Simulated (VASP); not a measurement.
Wanted: the native input for a VASP 6.6.1 run.

* Task: single point
* Functional: PBE
* Potentials or basis: VASP PAW PBE potentials, release 64 (Ga_d, Sn_d, S)
* Cutoff: 520 eV
* k mesh: 3 × 3 × 3
* Occupations: gaussian, width 0.2 eV
* Spin: no spin polarisation
* Dipole correction: no
* Further INCAR settings: ALGO = Normal; EDIFF = 1e-07; NBANDS = 54

The structure of GaSn4S3 lies in POSCAR:

```
GaSn4S3
1.0
    5.7700000000      0.0000000000      0.0000000000
    0.0000000000      5.7700000000      0.0000000000
    0.0000000000      0.0000000000      5.7700000000
Ga Sn S
1 4 3
Direct
    0.0000000000      0.0000000000      0.0000000000
    0.5000000000      0.0000000000      0.0000000000
    0.5000000000      0.5000000000      0.5000000000
    0.0000000000      0.5000000000      0.0000000000
    0.0000000000      0.0000000000      0.5000000000
    0.5000000000      0.0000000000      0.5000000000
    0.5000000000      0.5000000000      0.0000000000
    0.0000000000      0.5000000000      0.5000000000
```

These files were run (other wordings do the same):

INCAR

```
ALGO = Normal ; EDIFF = 1E-7
ENCUT = 520 ; GGA = PE
ISIF = 2 ; ISMEAR = 0
LASPH = True ; LCHARG = False
LREAL = False ; LWAVE = False
NBANDS = 54 ; NELM = 60
PREC = Accurate ; SIGMA = 0.2
```

KPOINTS

```
k-points
0
Gamma
  3 3 3
```

Potentials or basis: VASP PAW PBE potentials, release 64 (Ga_d, Sn_d, S).

Run with:

```console
$ cat potpaw_PBE.64/Ga_d/POTCAR potpaw_PBE.64/Sn_d/POTCAR potpaw_PBE.64/S/POTCAR > POTCAR
$ mpirun -np 1 vasp_std > vasp.out
```

Results of the run:

```json
{
 "Pressure": "-0.1 GPa"
}
```

Caveat: the k points lie up to 0.36 Å⁻¹ apart.

Wall time 46 s on 1 thread of Intel(R) Xeon(R) Platinum 8375C CPU @ 2.90GHz (Ice Lake) (shared host), peak memory 0.32 GiB.
